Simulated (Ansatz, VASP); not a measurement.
**In in VASP and in Ansatz**

```xyz
4
Lattice="2.9398 0.0000 0.0000 -1.4699 2.5459 0.0000 0.0000 0.0000 9.4638" Properties=species:S:1:pos:R:3 pbc="T T T"
In    0.0000    0.0000    0.0000
In    0.0000    1.6973    2.3659
In    0.0000    0.0000    4.7319
In    1.4699    0.8486    7.0978
```

Alike in both runs: task relaxation of cell and atoms; functional PBE; k mesh 6 × 6 × 2; occupations gaussian, width 0.1 eV; no spin polarisation.

```csv
,VASP,Ansatz
version,VASP 6.6.1,Ansatz 0.2.0
potentials or method,"VASP PAW PBE potentials, release 64 (In_d), cutoff 500 eV","scalar-relativistic, plane waves, PAW"
valence electrons in the cell,52,52
```

Ansatz gave:

| Item | Value |
| --- | --- |
| gap on the k mesh at the Fermi level, each at its own relaxed structure (eV) | none |
| relaxed volume (Å³/atom) | 27.20 |
| relaxed cell length with the largest relative difference (Å) | 11.169 |

Which values does VASP return?

gap on the k mesh at the Fermi level, each at its own relaxed structure (eV): none; relaxed volume (Å³/atom): 27.06; relaxed cell length with the largest relative difference (Å): 11.119.

A gap of «none» marks a metal or a gap that the smearing closes.

The k mesh is coarse, so the values compare programs but aren't converged. Noted on VASP's run: the volume moved by over 15 % at a fixed basis, so the end points are rough.
